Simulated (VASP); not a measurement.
# Mn (P6_3/mmc) in VASP: a series of runs, part 2 of 2

VASP 6.6.1. The steps go on from the part before.

### 3 Relaxation of shape and atoms at fixed volume, PBE (11.35 Å³/atom)

This run uses another cell than the first one, of 11.35 Å³/atom.

INCAR reads:

```
  ALGO = Fast
  EDIFF = 1E-6
  EDIFFG = -0.01
  ENCUT = 600
  GGA = PE
  IBRION = 2
  ISIF = 4
  ISMEAR = 0
  LASPH = T
  LCHARG = F
  LREAL = F
  LWAVE = F
  NELM = 100
  NSW = 50
  PREC = Accurate
  SIGMA = 0.1
```

KPOINTS reads:

```
k-points
0
Gamma
  21 21 10
```

POSCAR reads:

```
Mn
1.0
    2.5299272257      0.0000000000      0.0000000000
   -1.2649636129      2.1909812472      0.0000000000
    0.0000000000      0.0000000000      4.0943281788
Mn
2
Direct
    0.6666666667      0.3333333333      0.7500000000
    0.3333333333      0.6666666667      0.2500000000
```

Potentials or basis: VASP PAW PBE potentials, release 64 (Mn_pv).

On the command line:

```console
cat potpaw_PBE.64/Mn_pv/POTCAR > POTCAR
mpirun -np 1 vasp_std > vasp.out
```

OUTCAR:

```text
EDIFF = 1E-6
   EDIFFG = -0.01
   ENCUT = 600
   GGA = PE
   IBRION = 2
   ISIF = 4
   ISMEAR = 0
   LASPH = T
   LREAL = F
   NELM = 100
   NSW = 50
   PREC = Accurate

 ion  position               nearest neighbor table
   1  0.667  0.333  0.750-   2 2.51   2 2.51   2 2.51   2 2.51   2 2.51   2 2.51
   2  0.333  0.667  0.250-   1 2.51   1 2.51   1 2.51   1 2.51   1 2.51   1 2.51

  LATTYP: Found a hexagonal cell.
 ALAT       =     2.5299272257
 C/A-ratio  =     1.6183580845

  Lattice vectors:

 A1 = (   2.5299272257,   0.0000000000,   0.0000000000)
 A2 = (  -1.2649636129,   2.1909812472,   0.0000000000)
 A3 = (   0.0000000000,   0.0000000000,   4.0943281788)

Analysis of symmetry for initial positions (statically):
=====================================================================
 Subroutine PRICEL returns:
 Original cell was already a primitive cell.

 Routine SETGRP: Setting up the symmetry group for a
 hexagonal supercell.

 Subroutine GETGRP returns: Found 24 space group operations
 (whereof 12 operations were pure point group operations)
 out of a pool of 24 trial point group operations.

The static configuration has the point symmetry D_3d.
 The point group associated with its full space group is D_6h.

Analysis of symmetry for dynamics (positions and initial velocities):
=====================================================================
 Subroutine PRICEL returns:
 Original cell was already a primitive cell.

 Routine SETGRP: Setting up the symmetry group for a
 hexagonal supercell.

 Subroutine GETGRP returns: Found 24 space group operations
 (whereof 12 operations were pure point group operations)
 out of a pool of 24 trial point group operations.

The dynamic configuration has the point symmetry D_3d.
 The point group associated with its full space group is D_6h.

 Subroutine INISYM returns: Found 24 space group operations
 (whereof 12 operations are pure point group operations),
 and found     1 'primitive' translations

----------------------------------------------------------------------------------------

                                     Primitive cell

  volume of cell :      22.6950

  direct lattice vectors                    reciprocal lattice vectors
     2.529927226  0.000000000  0.000000000     0.395268287  0.228208252  0.000000000
    -1.264963613  2.190981247  0.000000000     0.000000000  0.456416503  0.000000000
     0.000000000  0.000000000  4.094328179     0.000000000  0.000000000  0.244240314

  length of vectors
     2.529927226  2.529927226  4.094328179     0.456416503  0.456416503  0.244240314

  position of ions in fractional coordinates (direct lattice)
     0.666666667  0.333333333  0.750000000
     0.333333333  0.666666667  0.250000000

  ion indices of the primitive-cell ions
   primitive index   ion index
                 1           1
                 2           2

----------------------------------------------------------------------------------------

 KPOINTS: k-points

Automatic generation of k-mesh.
 Grid dimensions read from file:
 generate k-points for:   21   21   10

 Generating k-lattice:

  Cartesian coordinates                     Fractional coordinates (reciprocal lattice)
     0.018822299  0.010867060  0.000000000     0.047619048  0.000000000  0.000000000
     0.000000000  0.021734119  0.000000000     0.000000000  0.047619048  0.000000000
     0.000000000  0.000000000  0.024424031     0.000000000  0.000000000  0.100000000

  Length of vectors
     0.021734119  0.021734119  0.024424031

  Shift w.r.t. Gamma in fractional coordinates (k-lattice)
     0.000000000  0.000000000  0.000000000

 Subroutine IBZKPT returns following result:
 ===========================================

 Found    288 irreducible k-points:

 Following reciprocal coordinates:
            Coordinates               Weight
  0.000000  0.000000  0.000000      1.000000
  0.047619  0.000000  0.000000      6.000000
  0.095238 -0.000000  0.000000      6.000000
  0.142857 -0.000000  0.000000      6.000000
  0.190476 -0.000000  0.000000      6.000000
  0.238095 -0.000000  0.000000      6.000000
[... 16 lines left out ...]
  0.142857  0.095238  0.000000     12.000000
  0.190476  0.095238  0.000000     12.000000
 [... further k-points ...]
   k-points           NKPTS =    288   k-points in BZ     NKDIM =    288   number of bands    NBANDS=     17
   number of dos      NEDOS =    301   number of ions     NIONS =      2
   total plane-waves  NPLWV =  14400
   dimension x,y,z NGX =    20 NGY =   20 NGZ =   36
   dimension x,y,z NGXF=    40 NGYF=   40 NGZF=   72
   ions per type =               2
   NGX,Y,Z   is equivalent  to a cutoff of  13.14, 13.14, 14.62 a.u.
   NGXF,Y,Z  is equivalent  to a cutoff of  26.28, 26.28, 29.23 a.u.
 SYSTEM =  unknown system
   PREC   = accura    normal or accurate (medium, high low for compatibility)
   ISTART =      0    job   : 0-new  1-cont  2-samecut
   ICHARG =      2    charge: 1-file 2-atom 10-const
   ISPIN  =      1    spin polarized calculation?
   LNONCOLLINEAR =      F non collinear calculations
   LSORBIT =      F    spin-orbit coupling
   LASPH  =      T    aspherical Exc in radial PAW
   ENCUT  =  600.0 eV  44.10 Ry    6.64 a.u.   5.05  5.05  8.18*2*pi/ulx,y,z
   NELM   =    100;   NELMIN=  2; NELMDL= -5     # of ELM steps
   EDIFF  = 0.1E-05   stopping-criterion for ELM
   LREAL  =      F    real-space projection
   EDIFFG = -.1E-01   stopping-criterion for IOM
   NSW    =     50    number of steps for IOM
   IBRION =      2    ionic relax: 0-MD 1-quasi-New 2-CG
   NFREE  =      1    steps in history (QN), initial steepest desc. (CG)
   ISIF   =      4    stress and relaxation
   ISYM   =      2    0-nonsym 1-usesym 2-fastsym
   POTIM  = 0.5000    time-step for ionic-motion
   TEBEG  =    0.0;   TEEND  =   0.0 temperature during run
   PSTRESS=    0.0 pullay stress
   NELECT =      26.0000    total number of electrons
   NUPDOWN=      -1.0000    fix difference up-down
   EMIN   =  10.00;   EMAX   =-10.00  energy-range for DOS
   EFERMI =   0.00;   METHOD = LEGACY
   ISMEAR =     0;   SIGMA  =   0.10  broadening in eV -4-tet -1-fermi 0-gaus
   EFERMI_NEDOS =   21; number of points for ismear=-14 and -15
   IALGO  =     68    algorithm
   IMIX   =      4    mixing-type and parameters
     AMIX     =   0.40;   BMIX     =  1.00
     AMIX_MAG =   1.60;   BMIX_MAG =  1.00
  volume/ion in A,a.u.               =      11.35        76.58
  Fermi-wavevector in a.u.,A,eV,Ry     =   1.712995  3.237092 39.924294  2.934353
  Thomas-Fermi vector in A             =   2.790821
   LORBIT       =      0    0 simple, 1 ext, 2 COOP (PROOUT), +10 PAW based schemes
   GGA     = PE    functional components
   LHFCALC =     F    Hartree Fock is set to
   AEXX    =    0.0000 exact exchange contribution
   IVDW    =     0    specifies the selected vdW correction
   LEPSILON=     F    determine dielectric tensor
   LRPA    =     F    only Hartree local field effects (RPA)
 conjugate gradient relaxation of ions
 non-spin polarized calculation
 RMM-DIIS sequential band-by-band and
 Gauss-broadening in eV      SIGMA  =   0.10
  energy-cutoff  :      600.00
  volume of cell :       22.69
 maximum number of plane-waves:       780
   NGX = 11   NGY = 11   NGZ = 17

 number of electron      25.9999989 magnetization

 Free energy of the ion-electron system (eV)
  ---------------------------------------------------
  ext. energy  EPLUGINS =         0.00000000
  ---------------------------------------------------
  free energy    TOTEN  =       -17.83362297 eV

  energy without entropy =      -17.81772157  energy(sigma->0) =      -17.82567227

 E-fermi :   9.6144     XC(G=0): -13.6932

 val. band max:        9.6143502975   @ k =   0.3810   0.0476   0.2000
 cond. band min:       9.6182331912   @ k =   0.2857  -0.0000   0.5000
 fundamental gap:      0.0038828936
 Fermi energy:         9.6144302057

 k-point     1 :       0.0000    0.0000    0.0000
  band No.  band energies     occupation
      1     -38.5710      2.00000
      2     -38.0194      2.00000
      3     -38.0194      2.00000
      4     -37.9309      2.00000
      5     -37.9309      2.00000
      6     -37.9239      2.00000
[... 9 lines left out ...]
     16      10.2844      0.00000
     17      11.1055      0.00000
[... 441 lines left out ...]
 k-point    24 :       0.1905    0.0952    0.0000
  band No.  band energies     occupation
      1     -38.4524      2.00000
      2     -38.2400      2.00000
      3     -38.1873      2.00000
      4     -38.0810      2.00000
      5     -37.9848      2.00000
      6     -37.9755      2.00000
[... 9 lines left out ...]
     16      10.4117      0.00000
     17      11.2853      0.00000

 [... further k-points ...]
[... 5 lines left out ...]
  --------------------------------------------------------------------------------------
  -------------------------------------------------------------------------------------
  Total       -2.0609492     -2.0609492     -2.0907305      0.0000000      0.0000000     -0.0000000
  in kB     -145.4951517   -145.4951517   -147.5976028      0.0000000      0.0000000     -0.0000000
  external PRESSURE =    -146.1959687 kB  Pullay stress =       0.0000000 kB

 VOLUME and BASIS-vectors are now :
 -----------------------------------------------------------------------------
  energy-cutoff  :      600.00
  volume of cell :       22.69
      direct lattice vectors                 reciprocal lattice vectors
     2.529927226  0.000000000  0.000000000     0.395268287  0.228208252  0.000000000
    -1.264963613  2.190981247  0.000000000     0.000000000  0.456416503  0.000000000
     0.000000000  0.000000000  4.094328179     0.000000000  0.000000000  0.244240314

 POSITION                                       TOTAL-FORCE (eV/Angst)
 -----------------------------------------------------------------------------------
      1.26496      0.73033      3.07075         0.000000      0.000000      0.000000
     -0.00000      1.46065      1.02358        -0.000000     -0.000000      0.000000
 -----------------------------------------------------------------------------------
    total drift:                               -0.000000      0.000000     -0.000000

  FREE ENERGIE OF THE ION-ELECTRON SYSTEM (eV)
  ---------------------------------------------------
  free  energy   TOTEN  =       -17.8336229655 eV

  energy  without entropy=      -17.8177215689  energy(sigma->0) =      -17.82567227

 reached required accuracy - stopping structural energy minimisation
```

OSZICAR:

```text
N       E                     dE             d eps       ncg     rms          rms(c)
DAV:   1     0.254726325771E+03    0.25473E+03   -0.17801E+04  9816   0.235E+03
DAV:   2    -0.111080701732E+02   -0.26583E+03   -0.26279E+03  9978   0.540E+02
DAV:   3    -0.211971265093E+02   -0.10089E+02   -0.97666E+01 11479   0.119E+02
DAV:   4    -0.213884079736E+02   -0.19128E+00   -0.19030E+00 10883   0.159E+01
DAV:   5    -0.213918718147E+02   -0.34638E-02   -0.34616E-02 11027   0.223E+00    0.178E+01
RMM:   6    -0.177742788759E+02    0.36176E+01   -0.26217E+01  9801   0.593E+01    0.263E+00
RMM:   7    -0.178171907636E+02   -0.42912E-01   -0.19939E+00  9975   0.141E+01    0.103E+00
RMM:   8    -0.178343408392E+02   -0.17150E-01   -0.35910E-01 10215   0.327E+00    0.532E-01
RMM:   9    -0.178331925076E+02    0.11483E-02   -0.54163E-02  9868   0.249E+00    0.222E-01
RMM:  10    -0.178334576937E+02   -0.26519E-03   -0.86149E-03 10698   0.810E-01    0.421E-02
RMM:  11    -0.178336496556E+02   -0.19196E-03   -0.23046E-03 11479   0.398E-01    0.496E-02
RMM:  12    -0.178336206827E+02    0.28973E-04   -0.30581E-04 10012   0.185E-01    0.913E-03
RMM:  13    -0.178336205691E+02    0.11355E-06   -0.66872E-05 10456   0.669E-02    0.602E-03
RMM:  14    -0.178336225196E+02   -0.19505E-05   -0.11114E-05  8021   0.258E-02    0.199E-03
RMM:  15    -0.178336229655E+02   -0.44588E-06   -0.19952E-06  6188   0.101E-02
   1 F= -.17833623E+02 E0= -.17825672E+02  d E =-.178336E+02
```

CONTCAR:

```text
Mn
   1.00000000000000
     2.5299272256999998    0.0000000000000000    0.0000000000000000
    -1.2649636128999999    2.1909812471999999    0.0000000000000000
     0.0000000000000000    0.0000000000000000    4.0943281787999997
  Mn
     2
Direct
     0.6666666667000030    0.3333333332999970    0.7500000000000000
     0.3333333332999970    0.6666666667000030    0.2500000000000000

  0.00000000E+00  0.00000000E+00  0.00000000E+00
  0.00000000E+00  0.00000000E+00  0.00000000E+00
```

Wall time 72 s (1 thread of AMD EPYC 9R45 (Zen 5), shared host); peak memory 0.2 GiB.

Results:

```yaml
Free_energy: -17.8336 eV
Pressure_after_relaxing: -14.6 GPa
Band_gap_on_the_k_mesh: zero (bands 13 and 14 overlap by 1.99 eV)
```

Final structure:
```
Mn
1.0
     2.52993    0.00000    0.00000
    -1.26496    2.19098    0.00000
     0.00000    0.00000    4.09433
Mn
2
Direct
  0.66667 0.33333 0.75000
  0.33333 0.66667 0.25000
```

Caveat: the run has no spin polarisation, though such a crystal can be magnetic. Spin polarisation is off, so any magnetic state and its effect on volume and gap are missing.
